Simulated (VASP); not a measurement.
Runs of VASP 6.6.1 on SnSe. The structure is that of space group Fm-3m (No. 225), or close to it. The cells are those of the table. 

```csv
level,spin,cell,k mesh,cutoff (eV),grid for exact exchange (PRECFOCK),share of exact exchange,screening parameter,pressure (GPa),moment (μB)
r2SCAN,"non-collinear, zero start, SOC","a = 4.415 Å, angles 60.0°, 2 atoms",8 × 8 × 8,520,-,-,-,(a),0.00
r2SCAN,"non-collinear, zero start, SOC","a = 4.373 Å, angles 60.0°, 2 atoms",8 × 8 × 8,520,-,-,-,(b),0.00
r2SCAN,"non-collinear, zero start, SOC","a = 4.331 Å, angles 60.0°, 2 atoms",8 × 8 × 8,520,-,-,-,-2.6,0.00
HSE06,off,"a = 4.076 Å, angles 60.0°, 2 atoms",6 × 6 × 6,400,Normal,0.25,0.2079 1/Å,8.1,-
r2SCAN,"non-collinear, zero start, SOC","a = 4.288 Å, angles 60.0°, 2 atoms",8 × 8 × 8,520,-,-,-,-1.3,0.00
```

Alike in all rows: task single point; potentials or basis VASP PAW PBE potentials, release 64 (Sn_d, Se); smearing fermi-dirac 0.02 eV.

**Question.** Estimate the missing entries.

**Answer.** (a) -4.7; (b) -3.7.

Caveats: the structure was generated, so it needn't be the stable form of SnSe; the PAW data sets were made with another functional, which shifts forces and pressure a little; the cell stands under tension (at least some runs); the cell stands under pressure (at least some runs).
